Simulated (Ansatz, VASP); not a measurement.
# ZnSe in VASP and in Ansatz

File INCAR:

```
ALGO = Normal
EDIFF = 1E-6
ENCUT = 520
GGA = PE
ISIF = 2
ISMEAR = -1
LASPH = T
LCHARG = F
LREAL = F
LWAVE = F
NBANDS = 16
NELM = 100
PREC = Accurate
SIGMA = 0.1
```

File KPOINTS:

```
k-points
0
Gamma
  11 11 11
```

The input POSCAR:

```
ZnSe
1.0
    0.0000000000      2.8078463043      2.8078463043
    2.8078463043      0.0000000000      2.8078463043
    2.8078463043      2.8078463043      0.0000000000
Zn Se
1 1
Direct
    0.0000000000      0.0000000000      0.0000000000
    0.2500000000      0.2500000000      0.2500000000
```

Input for Ansatz:

```yaml
crystal:
  lattice:
    - [0.0, 2.8078463043, 2.8078463043]
    - [2.8078463043, 0.0, 2.8078463043]
    - [2.8078463043, 2.8078463043, 0.0]
  atoms:
    - { symbol: Zn, position: [0.0, 0.0, 0.0] }
    - { symbol: Se, position: [0.25, 0.25, 0.25] }
kpoints:
  mp_grid: { grid: [11, 11, 11] }
scf:
  occupations: { method: fermi_dirac, width: 0.1 }
hamiltonian:
  xc: pbe
  pseudopotentials: { kind: paw, core: large }
output:
  forces: true
  stress: true
  eigenvalues: true
```

Change from the starting cell: volume scaled by 0.94, PAW files, core large.

Alike in both runs: task single point; functional PBE; k mesh 11 × 11 × 11; occupations fermi-dirac, width 0.1 eV; no spin polarisation.

|  | VASP | Ansatz |
| --- | --- | --- |
| version | VASP 6.6.1 | Ansatz 0.2.0 |
| potentials or method | VASP PAW PBE potentials, release 64 (Zn, Se) | PAW with other files of Ansatz's library (core large), scalar-relativistic |
| plane-wave cutoff (eV) | 520 | 420 |
| valence electrons in the cell | 18 | 18 |

Ansatz gave:

- pressure (GPa): 4.1

What did VASP give for the same quantities?

Pressure (GPa): 4.3.

Ansatz's warnings: datasets by core.
